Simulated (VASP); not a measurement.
LaSb: single point with PBEsol

The system is LaSb.

```xyz
8
Lattice="6.4166 -0.9243 -0.2122 -0.1333 7.1961 0.7896 0.8854 -0.1145 6.1118" Properties=species:S:1:pos:R:3 pbc="T T T"
La    6.2515    0.5643    2.2614
La    4.5928    4.2650    1.8280
La    4.4007    1.7125    5.2917
La    1.2467    4.3536    0.6009
Sb    1.4703    0.2579    5.6980
Sb    3.9762    5.7981    4.6500
Sb    2.9597    0.7230    2.2028
Sb    2.0543    3.4833    3.6688
```

```json
{"Program": "VASP 6.6.1", "Task": "single point", "Functional": "PBEsol", "Potentials or basis": "VASP PAW PBE potentials, release 64 (La, Sb)", "Cutoff": "520 eV", "k mesh": "3 × 2 × 3", "Occupations": "gaussian, width 0.1 eV", "Spin": "no spin polarisation"}
```

```json
{
 "Pressure": "-1.9 GPa",
 "Largest force": "1.025 eV/Å"
}
```

Forces on the atoms (eV/Å):
```
La  -0.087 -0.763  0.253
La  -0.086  0.323 -0.265
La   0.175 -0.792 -0.296
La  -0.049  0.220  0.312
Sb  -0.901  0.181  0.255
Sb   0.774 -0.352  0.572
Sb   0.275  0.801 -0.361
Sb  -0.101  0.381 -0.471
```

Stress tensor (GPa, compression positive):
```
-1.52 -1.18 -0.75
-1.18 -3.63  1.56
-0.75  1.56 -0.64
```

Levels at points of the mesh, in eV from the Fermi level:
```csv
k point,band 30,band 31,band 32,band 33,band 34,band 35
"(0.00, 0.00, 0.00)",-0.69,-0.42,-0.28,0.10,0.29,0.64
"(0.00, 0.50, 0.00)",-0.81,-0.41,-0.23,-0.03,0.46,0.72
```

Wall time 3.4 min on 1 thread of AMD EPYC 7R13 Processor (Zen 3) (shared host), peak memory 0.36 GiB.

Caveat: the k points lie up to 0.44 Å⁻¹ apart; the PAW data sets were made with another functional, which shifts forces and pressure a little; spin-orbit coupling is left out, which moves the levels of the heavy elements.
